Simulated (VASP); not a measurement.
# TiAl (P-6m2) in VASP: notebook, part 2 of 2

VASP 6.6.1. The steps go on from the part before.

### Step 3. Single point, PBEsol

This run uses another cell than the first one, of 14.92 Å³/atom.

Input file INCAR:

```
SYSTEM = TiAl
ALGO     = Normal         ! electronic algorithm
EDIFF    = 1E-7           ! SCF threshold, eV
ENCUT    = 520            ! plane-wave cutoff, eV
GGA      = PS             ! functional
ISIF     = 2              ! what is computed and relaxed
ISMEAR   = 0              ! smearing method
LASPH    = .TRUE.         ! aspherical terms in the spheres
LCHARG   = .FALSE.        ! write CHGCAR
LREAL    = .FALSE.        ! projectors in reciprocal space
LWAVE    = .FALSE.        ! write WAVECAR
NBANDS   = 14             ! bands
NELM     = 80             ! most SCF steps
PREC     = Accurate       ! precision mode
SIGMA    = 0.15           ! smearing width, eV
```

Input file KPOINTS:

```
k-points
0
G
  18 18 10
  0 0 0
```

Input file POSCAR:

```
TiAl
1.0
    2.8475477334      0.0000000000      0.0000000000
   -1.4237738667      2.4660486756      0.0000000000
    0.0000000000      0.0000000000      4.2497000000
Ti Al
1 1
Direct
    0.0000000000      0.0000000000      0.0000000000
    0.3333333333      0.6666666667      0.5000000000
```

Potentials or basis: VASP PAW PBE potentials, release 64 (Ti_sv, Al).

Command:

```console
$ cat potpaw_PBE.64/Ti_sv/POTCAR potpaw_PBE.64/Al/POTCAR > POTCAR
$ mpirun -np 1 vasp_std > vasp.out
```

OUTCAR:

```text
SYSTEM = TiAl
   EDIFF = 1E-7
   ENCUT = 520
   GGA = PS
   ISIF = 2
   ISMEAR = 0
   LASPH = .TRUE.
   LREAL = .FALSE.
   NELM = 80
   PREC = Accurate

 ion  position               nearest neighbor table
   1  0.000  0.000  0.000-   2 2.69   2 2.69   2 2.69   2 2.69   2 2.69   2 2.69
   2  0.333  0.667  0.500-   1 2.69   1 2.69   1 2.69   1 2.69   1 2.69   1 2.69

  LATTYP: Found a hexagonal cell.
 ALAT       =     2.8475477334
 C/A-ratio  =     1.4924069402

  Lattice vectors:

 A1 = (   2.8475477334,   0.0000000000,   0.0000000000)
 A2 = (  -1.4237738667,   2.4660486756,   0.0000000000)
 A3 = (   0.0000000000,   0.0000000000,   4.2497000000)

Analysis of symmetry for initial positions (statically):
=====================================================================
 Subroutine PRICEL returns:
 Original cell was already a primitive cell.

 Routine SETGRP: Setting up the symmetry group for a
 hexagonal supercell.

 Subroutine GETGRP returns: Found 12 space group operations
 (whereof 12 operations were pure point group operations)
 out of a pool of 24 trial point group operations.

The static configuration has the point symmetry D_3h.

Analysis of symmetry for dynamics (positions and initial velocities):
=====================================================================
 Subroutine PRICEL returns:
 Original cell was already a primitive cell.

 Routine SETGRP: Setting up the symmetry group for a
 hexagonal supercell.

 Subroutine GETGRP returns: Found 12 space group operations
 (whereof 12 operations were pure point group operations)
 out of a pool of 24 trial point group operations.

The dynamic configuration has the point symmetry D_3h.

 Subroutine INISYM returns: Found 12 space group operations
 (whereof 12 operations are pure point group operations),
 and found     1 'primitive' translations

----------------------------------------------------------------------------------------

                                     Primitive cell

  volume of cell :      29.8422

  direct lattice vectors                    reciprocal lattice vectors
     2.847547733  0.000000000  0.000000000     0.351179363  0.202753500  0.000000000
    -1.423773867  2.466048676  0.000000000     0.000000000  0.405507000  0.000000000
     0.000000000  0.000000000  4.249700000     0.000000000  0.000000000  0.235310728

  length of vectors
     2.847547733  2.847547733  4.249700000     0.405507000  0.405507000  0.235310728

  position of ions in fractional coordinates (direct lattice)
     0.000000000  0.000000000  0.000000000
     0.333333333  0.666666667  0.500000000

  ion indices of the primitive-cell ions
   primitive index   ion index
                 1           1
                 2           2

----------------------------------------------------------------------------------------

 KPOINTS: k-points

Automatic generation of k-mesh.
 Grid dimensions read from file:
 generate k-points for:   18   18   10

 Generating k-lattice:

  Cartesian coordinates                     Fractional coordinates (reciprocal lattice)
     0.019509965  0.011264083  0.000000000     0.055555556  0.000000000  0.000000000
     0.000000000  0.022528167  0.000000000     0.000000000  0.055555556  0.000000000
     0.000000000  0.000000000  0.023531073     0.000000000  0.000000000  0.100000000
[... 41 lines left out ...]
   total plane-waves  NPLWV =  18432
   dimension x,y,z NGX =    24 NGY =   24 NGZ =   32
   dimension x,y,z NGXF=    48 NGYF=   48 NGZF=   64
   ions per type =               1   1
   NGX,Y,Z   is equivalent  to a cutoff of  14.01, 14.01, 12.52 a.u.
   NGXF,Y,Z  is equivalent  to a cutoff of  28.02, 28.02, 25.04 a.u.
 SYSTEM =  TiAl
   PREC   = accura    normal or accurate (medium, high low for compatibility)
   ISTART =      0    job   : 0-new  1-cont  2-samecut
   ICHARG =      2    charge: 1-file 2-atom 10-const
   ISPIN  =      1    spin polarized calculation?
   LNONCOLLINEAR =      F non collinear calculations
   LSORBIT =      F    spin-orbit coupling
   LASPH  =      T    aspherical Exc in radial PAW
   ENCUT  =  520.0 eV  38.22 Ry    6.18 a.u.   5.29  5.29  7.90*2*pi/ulx,y,z
   NELM   =     80;   NELMIN=  2; NELMDL= -5     # of ELM steps
   EDIFF  = 0.1E-06   stopping-criterion for ELM
   LREAL  =      F    real-space projection
   EDIFFG = 0.1E-05   stopping-criterion for IOM
   NSW    =      0    number of steps for IOM
   IBRION =     -1    ionic relax: 0-MD 1-quasi-New 2-CG
   NFREE  =      0    steps in history (QN), initial steepest desc. (CG)
   ISIF   =      2    stress and relaxation
   ISYM   =      2    0-nonsym 1-usesym 2-fastsym
   POTIM  = 0.5000    time-step for ionic-motion
   TEBEG  =    0.0;   TEEND  =   0.0 temperature during run
   PSTRESS=    0.0 pullay stress
   NELECT =      15.0000    total number of electrons
   NUPDOWN=      -1.0000    fix difference up-down
   EMIN   =  10.00;   EMAX   =-10.00  energy-range for DOS
   EFERMI =   0.00;   METHOD = LEGACY
   ISMEAR =     0;   SIGMA  =   0.15  broadening in eV -4-tet -1-fermi 0-gaus
   EFERMI_NEDOS =   21; number of points for ismear=-14 and -15
   IALGO  =     38    algorithm
   IMIX   =      4    mixing-type and parameters
     AMIX     =   0.40;   BMIX     =  1.00
     AMIX_MAG =   1.60;   BMIX_MAG =  1.00
  volume/ion in A,a.u.               =      14.92       100.69
  Fermi-wavevector in a.u.,A,eV,Ry     =   1.301652  2.459766 23.052328  1.694298
  Thomas-Fermi vector in A             =   2.432772
   LORBIT       =      0    0 simple, 1 ext, 2 COOP (PROOUT), +10 PAW based schemes
   GGA     = PS    functional components
   LHFCALC =     F    Hartree Fock is set to
   AEXX    =    0.0000 exact exchange contribution
   IVDW    =     0    specifies the selected vdW correction
   LEPSILON=     F    determine dielectric tensor
   LRPA    =     F    only Hartree local field effects (RPA)
 non-spin polarized calculation
 Gauss-broadening in eV      SIGMA  =   0.15
  energy-cutoff  :      520.00
  volume of cell :       29.84
 maximum number of plane-waves:       820
 NGX is ok and might be reduce to    24
   NGX = 11   NGY = 11   NGZ = 15

 number of electron      15.0000000 magnetization

 Free energy of the ion-electron system (eV)
  ---------------------------------------------------
  ext. energy  EPLUGINS =         0.00000000
  ---------------------------------------------------
  free energy    TOTEN  =       -12.77039620 eV

  energy without entropy =      -12.74066916  energy(sigma->0) =      -12.75553268

 E-fermi :   8.8626     XC(G=0): -11.5113

 val. band max:        8.8607816125   @ k =   0.1667   0.0556   0.3000
 cond. band min:       8.8641133811   @ k =   0.1667   0.1667   0.4000
 fundamental gap:      0.0033317686
 Fermi energy:         8.8626265156

 k-point     1 :       0.0000    0.0000    0.0000
  band No.  band energies     occupation
      1     -47.1977      2.00000
      2     -23.6649      2.00000
      3     -23.1848      2.00000
      4     -23.1848      2.00000
      5      -0.3904      2.00000
      6       6.7361      2.00000
      7       7.8657      2.00000
      8      10.1862      0.00000
      9      10.1862      0.00000
     10      11.7022      0.00000
     11      11.7022      0.00000
     12      14.5048      0.00000
     13      21.6666      0.00000
     14      21.6666      0.00000
[... 377 lines left out ...]
      1     -47.0905      2.00000
      2     -23.7830      2.00000
      3     -23.5563      2.00000
      4     -23.3739      2.00000
      5       4.3327      2.00000
      6       6.6213      2.00000
      7       7.3607      2.00000
      8       7.9874      2.00000
      9      10.4287      0.00000
     10      12.3616      0.00000
     11      13.5767      0.00000
     12      14.4102      0.00000
     13      14.8357      0.00000
     14      16.3014      0.00000

 [... further k-points ...]

------------------------ aborting loop because EDIFF is reached ----------------------------------------

  FORCE on cell =-STRESS in cart. coord.  units (eV):
  Direction    XX          YY          ZZ          XY          YZ          ZX
  --------------------------------------------------------------------------------------
  -------------------------------------------------------------------------------------
  Total        1.5176711      1.5176711      4.3037193      0.0000000      0.0000000      0.0000000
  in kB       81.4811823     81.4811823    231.0593736      0.0000000      0.0000000      0.0000000
  external PRESSURE =     131.3405794 kB  Pullay stress =       0.0000000 kB

 VOLUME and BASIS-vectors are now :
 -----------------------------------------------------------------------------
  energy-cutoff  :      520.00
  volume of cell :       29.84
      direct lattice vectors                 reciprocal lattice vectors
     2.847547733  0.000000000  0.000000000     0.351179363  0.202753500  0.000000000
    -1.423773867  2.466048676  0.000000000     0.000000000  0.405507000  0.000000000
     0.000000000  0.000000000  4.249700000     0.000000000  0.000000000  0.235310728

 POSITION                                       TOTAL-FORCE (eV/Angst)
 -----------------------------------------------------------------------------------
      0.00000      0.00000      0.00000         0.000000      0.000000      0.000000
     -0.00000      1.64403      2.12485        -0.000000      0.000000      0.000000
 -----------------------------------------------------------------------------------
    total drift:                                0.000000     -0.000000      0.000000

  FREE ENERGIE OF THE ION-ELECTRON SYSTEM (eV)
  ---------------------------------------------------
  free  energy   TOTEN  =       -12.7703962009 eV

  energy  without entropy=      -12.7406691615  energy(sigma->0) =      -12.75553268
```

Run time: 2 min. Hardware: 1 thread of Intel Xeon 8259CL, shared host; peak memory 0.22 GiB.

What came out:

| Item | Value |
| --- | --- |
| Free energy | -12.7704 eV |
| Pressure | 13.1 GPa |
| Band gap on the k mesh | zero (an odd number of electrons rules out a gap without spin polarisation) |

Caveat: the stress differs along the axes, from 8 to 23 GPa; the PAW data sets were made with another functional, which shifts forces and pressure a little.

### Step 4. Single point, PBEsol

This run uses another cell than the first one, of 14.92 Å³/atom.

Input file INCAR:

```
ALGO = Fast ; EDIFF = 1E-6
ENCUT = 520 ; GGA = PS
ISIF = 2 ; ISMEAR = 0
LASPH = T ; LCHARG = F
LREAL = F ; LWAVE = F
NBANDS = 14 ; NELM = 100
PREC = Accurate ; SIGMA = 0.15
```

Input file KPOINTS:

```
k-points
0
Gamma
  18 18 10
```

POSCAR is that of step 3.

Command:

```console
$ cat potpaw_PBE.64/Ti_sv/POTCAR potpaw_PBE.64/Al/POTCAR > POTCAR
$ mpirun -np 1 vasp_std > vasp.out
```

It took 4.3 min on 1 thread of Intel Xeon 8259CL, shared host; peak memory 0.22 GiB.

It converged, with:

| Property | Result |
| --- | --- |
| Free energy | -12.7704 eV |
| Pressure | 13.1 GPa |
| Band gap on the k mesh | zero (an odd number of electrons rules out a gap without spin polarisation) |

Stress tensor (GPa, compression positive):
```
 8.14  0.00  0.00
 0.00  8.14  0.00
 0.00  0.00 23.10
```

Levels at points of the mesh, in eV from the Fermi level:
| k point | band 4 | band 5 | band 6 | band 7 | band 8 | band 9 | band 10 | band 11 | band 12 | band 13 |
| --- | --- | --- | --- | --- | --- | --- | --- | --- | --- | --- |
| (0.00, 0.00, 0.00) | -32.05 | -9.25 | -2.13 | -1.00 | 1.32 | 1.32 | 2.84 | 2.84 | 5.64 | 12.80 |
| (0.50, 0.00, 0.00) | -32.19 | -4.10 | -3.01 | -1.65 | -1.04 | 2.09 | 4.20 | 4.85 | 5.01 | 6.46 |
| (0.00, 0.00, 0.50) | -32.05 | -7.96 | -5.32 | 0.01 | 1.35 | 1.35 | 2.67 | 2.67 | 8.64 | 13.18 |
| (0.50, 0.00, 0.50) | -32.19 | -4.07 | -2.32 | -1.98 | 0.61 | 1.22 | 1.72 | 4.09 | 4.20 | 7.13 |

Caveat: the stress differs along the axes, from 8 to 23 GPa; the PAW data sets were made with another functional, which shifts forces and pressure a little.

### Step 5. Single point, PBEsol

This run uses another cell than the first one, of 15.06 Å³/atom.

Input file INCAR:

```
ALGO = Normal ; EDIFF = 1E-6
ENCUT = 520 ; GGA = PS
ISIF = 2 ; ISMEAR = 0
LASPH = True ; LCHARG = False
LREAL = False ; LWAVE = False
NBANDS = 14 ; NELM = 60
PREC = Accurate ; SIGMA = 0.15
```

KPOINTS is that of step 4.

Input file POSCAR:

```
TiAl
1.0
    2.8001000000      0.0000000000      0.0000000000
   -1.4000500000      2.4249577331      0.0000000000
    0.0000000000      0.0000000000      4.4344000000
Ti Al
1 1
Direct
    0.0000000000      0.0000000000      0.0000000000
    0.3333333333      0.6666666667      0.5000000000
```

Command:

```console
$ cat potpaw_PBE.64/Ti_sv/POTCAR potpaw_PBE.64/Al/POTCAR > POTCAR
$ mpirun -np 1 vasp_std > vasp.out
```

It took 2 min on 1 thread of Intel Xeon 8259CL, shared host; peak memory 0.23 GiB.

It converged, with:

* Free energy: -12.8684 eV
* Pressure: 10.2 GPa
* Band gap on the k mesh: zero (an odd number of electrons rules out a gap without spin polarisation)

Stress tensor (GPa, compression positive):
```
 8.23  0.00  0.00
 0.00  8.23  0.00
 0.00  0.00 14.18
```

Levels at points of the mesh, in eV from the Fermi level:
| k point | band 6 | band 7 | band 8 | band 9 | band 10 | band 11 |
| --- | --- | --- | --- | --- | --- | --- |
| (0.00, 0.00, 0.00) | -2.31 | -1.58 | 1.38 | 1.38 | 3.02 | 3.02 |
| (0.50, 0.00, 0.00) | -2.88 | -1.73 | -1.10 | 2.24 | 4.38 | 4.59 |
| (0.00, 0.00, 0.50) | -5.43 | -0.34 | 1.40 | 1.40 | 2.90 | 2.90 |
| (0.50, 0.00, 0.50) | -2.43 | -2.00 | 0.69 | 1.08 | 1.98 | 3.57 |

Caveat: the stress differs along the axes, from 8 to 14 GPa; the PAW data sets were made with another functional, which shifts forces and pressure a little.

### Step 6. Overview

| cell | gap on the mesh (eV) | pressure (GPa) |
| --- | --- | --- |
| a = 2.762, b = 2.762, c = 4.496 Å, angles 90.0, 90.0, 120.0°, 2 atoms | none | 11.7 |
| a = 2.848, b = 2.848, c = 4.250 Å, angles 90.0, 90.0, 120.0°, 2 atoms | none | 13.1 |
| a = 2.800, b = 2.800, c = 4.434 Å, angles 90.0, 90.0, 120.0°, 2 atoms | none | 10.2 |

Alike in all rows: task single point; level PBEsol; potentials or basis VASP PAW PBE potentials, release 64 (Ti_sv, Al); no spin polarisation; k mesh 18 × 18 × 10; cutoff (eV) 520; smearing gaussian 0.15 eV.

Caveats: the PAW data sets were made with another functional, which shifts forces and pressure a little; the cell stands under pressure (at least some runs); the stress differs along the axes, from 8 to 23 GPa (at least some runs); the stress differs along the axes, from 8 to 14 GPa (at least some runs).

Total energies depend on the potentials used, so only differences within one code and one set of settings carry meaning.
